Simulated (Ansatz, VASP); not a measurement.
Two plane-wave programs on TePb

INCAR

```
SYSTEM = TePb
ALGO     = Normal         ! electronic algorithm
EDIFF    = 1E-7           ! SCF threshold, eV
ENCUT    = 520            ! plane-wave cutoff, eV
GGA      = RE             ! functional
ISIF     = 2              ! what is computed and relaxed
ISMEAR   = -1             ! smearing method
IVDW     = 13             ! dispersion correction
LASPH    = .TRUE.         ! aspherical terms in the spheres
LCHARG   = .TRUE.         ! write CHGCAR
LELF     = .TRUE.         ! ELF
LREAL    = .FALSE.        ! projectors in reciprocal space
LVHAR    = .TRUE.       
LWAVE    = .FALSE.        ! write WAVECAR
NBANDS   = 17             ! bands
NELM     = 60             ! most SCF steps
PREC     = Accurate       ! precision mode
SIGMA    = 0.05           ! smearing width, eV
```

The input KPOINTS:

```
k-points
0
G
  7 7 7
  0 0 0
```

File POSCAR:

```
TePb
1.0
    0.0000000000      3.1873324849      3.1873324849
    3.1873324849      0.0000000000      3.1873324849
    3.1873324849      3.1873324849      0.0000000000
Pb Te
1 1
Direct
    0.0000000000      0.0000000000      0.0000000000
    0.5000000000      0.5000000000      0.5000000000
```

Contents of input.yaml:

```yaml
crystal:
  lattice:
    - [0.0, 3.1873324849, 3.1873324849]
    - [3.1873324849, 0.0, 3.1873324849]
    - [3.1873324849, 3.1873324849, 0.0]
  atoms:
    - { symbol: Pb, position: [0.0, 0.0, 0.0] }
    - { symbol: Te, position: [0.5, 0.5, 0.5] }
hamiltonian:
  xc: revpbe
  pseudopotentials: { kind: paw }
  dispersion: d4
kpoints:
  mp_grid: { grid: [7, 7, 7] }
scf:
  occupations: { method: fermi_dirac, width: 0.05 }
output:
  forces: true
  stress: true
  eigenvalues: true
```

Alike in both runs: task single point; functional revPBE; dispersion D4; k mesh 7 × 7 × 7; occupations fermi-dirac, width 0.05 eV; no spin polarisation.

|  | VASP | Ansatz |
| --- | --- | --- |
| version | VASP 6.6.1 | Ansatz 0.2.0 |
| potentials or method | VASP PAW PBE potentials, release 64 (Pb_d, Te) | Ansatz PAW |
| plane-wave cutoff (eV) | 520 | 420 |
| valence electrons in the cell | 20 | 30 |

```csv
,VASP,Ansatz,Ansatz less VASP
pressure (GPa),2.0,2.1,+0.05
```

VASP's potentials were made for PBE, not for revPBE. VASP's potentials hold 20 valence electrons a cell and Ansatz's 30, so a difference there can come from the potentials and not from the codes.

Spin-orbit coupling is off throughout.
